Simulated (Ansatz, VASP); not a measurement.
One calculation of Co, two programs

```
Co
1.0
     2.53256    0.00000    0.00000
    -1.26628    2.19326    0.00000
     0.00000    0.00000    4.08317
Co
2
Direct
  0.33333 0.66667 0.25000
  0.66667 0.33333 0.75000
```

Alike in both runs: functional BLYP; k mesh 14 × 14 × 8; occupations fermi-dirac, width 0.05 eV; collinear spin.

Ansatz relaxed the structure, and its values are those at the end. VASP's run is a single point on that final structure, the one shown.

|  | VASP | Ansatz |
| --- | --- | --- |
| version | VASP 6.6.1 | Ansatz 0.2.0 |
| potentials or method | VASP PAW PBE potentials, release 64 (Co), cutoff 520 eV | plane waves (420 eV) with PAW, scalar-relativistic |
| valence electrons in the cell | 18 | 34 |

|  | VASP | Ansatz | Ansatz less VASP |
| --- | --- | --- | --- |
| pressure (GPa) | -0.3 | 0.0 | +0.30 |
| net moment per atom (μB) | 1.58 | 1.60 | +0.017 |
| size of the moment on the site where the two differ most (μB) | 1.61 | 1.67 | +0.065 |

VASP's potentials were made for PBE, not for BLYP. Site moments also hang on the region over which each program counts them. With one functional, cell and mesh, what is left measures potentials, basis and numerics. VASP's potentials hold 18 valence electrons a cell and Ansatz's 34, so a difference there can come from the potentials and not from the codes.
